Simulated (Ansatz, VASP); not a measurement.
# TiAl3: VASP beside Ansatz

The input POSCAR:

```
TiAl3
1.0
    3.9556712500      0.0000000000      0.0000000000
    0.0000000000      3.9556712500      0.0000000000
    0.0000000000      0.0000000000      7.9113425000
Ti Al
2 6
Direct
    0.0044689430      0.0044689430      0.0000000000
   -0.0044689430     -0.0044689430      0.5000000000
    0.5038850596      0.5038850596      0.0000000000
    0.4961149404      0.4961149404      0.5000000000
    0.5000000000      0.0000000000      0.2500000000
    0.5000000000      0.0000000000      0.7500000000
    0.0000000000      0.5000000000      0.2500000000
    0.0000000000      0.5000000000      0.7500000000
```

File INCAR.step1:

```
PREC = Accurate ; ENCUT = 520
ISMEAR = 0 ; SIGMA = 0.15
LREAL = F ; LASPH = T
NELM = 60 ; NBANDS = 31
GGA = PE ; ALGO = Normal
EDIFF = 1E-4 ; LWAVE = T
LCHARG = F
```

Contents of INCAR.step2:

```
PREC = Accurate ; ENCUT = 520
EDIFF = 1E-6 ; ISMEAR = 0
SIGMA = 0.15 ; LREAL = F
LASPH = T ; NELM = 60
ALGO = Normal ; ISIF = 2
LWAVE = F ; LCHARG = F
METAGGA = R2SCAN ; LMIXTAU = T
NBANDS = 31 ; ISTART = 1
```

File KPOINTS:

```
regular mesh
0
Gamma
  12 12 6
```

Input for Ansatz:

```yaml
crystal:
  lattice:
    - [3.95567125, 0.0, 0.0]
    - [0.0, 3.95567125, 0.0]
    - [0.0, 0.0, 7.9113425]
  atoms:
    - { symbol: Ti, position: [0.004468943, 0.004468943, 0.0] }
    - { symbol: Ti, position: [-0.004468943, -0.004468943, 0.5] }
    - { symbol: Al, position: [0.5038850596, 0.5038850596, 0.0] }
    - { symbol: Al, position: [0.4961149404, 0.4961149404, 0.5] }
    - { symbol: Al, position: [0.5, 0.0, 0.25] }
    - { symbol: Al, position: [0.5, 0.0, 0.75] }
    - { symbol: Al, position: [0.0, 0.5, 0.25] }
    - { symbol: Al, position: [0.0, 0.5, 0.75] }
basis:
  ecutwfc: 500
kpoints:
  mp_grid: { grid: [12, 12, 6] }
hamiltonian:
  xc: r2scan
scf:
  occupations: { method: gaussian, width: 0.15 }
output:
  forces: true
  stress: true
  eigenvalues: true
```

Change from the starting cell: mode 4 (187.7 1/cm) frozen in, largest displacement +0.025 Å.

Alike in both runs: task single point; functional r2SCAN; k mesh 12 × 12 × 6; occupations gaussian, width 0.15 eV; no spin polarisation.

```csv
,VASP,Ansatz
version,VASP 6.6.1,Ansatz 0.2.0
potentials or method,"VASP PAW PBE potentials, release 64 (Ti_sv, Al), cutoff 520 eV","scalar-relativistic, plane waves, PAW"
valence electrons in the cell,42,42
```

|  | VASP | Ansatz | Ansatz less VASP |
| --- | --- | --- | --- |
| gap on the k mesh at the Fermi level (eV) | none | none | - |
| pressure (GPa) | 0.0 | 0.1 | +0.11 |
| rms of the force components (eV/Å) | 0.051 | 0.050 | -0.0009 |

VASP's potentials were made for PBE, not for r2SCAN. Atom by atom the forces differ by 0.001 eV/Å (rms over components). A gap of «none» marks a metal or a gap that the smearing closes.
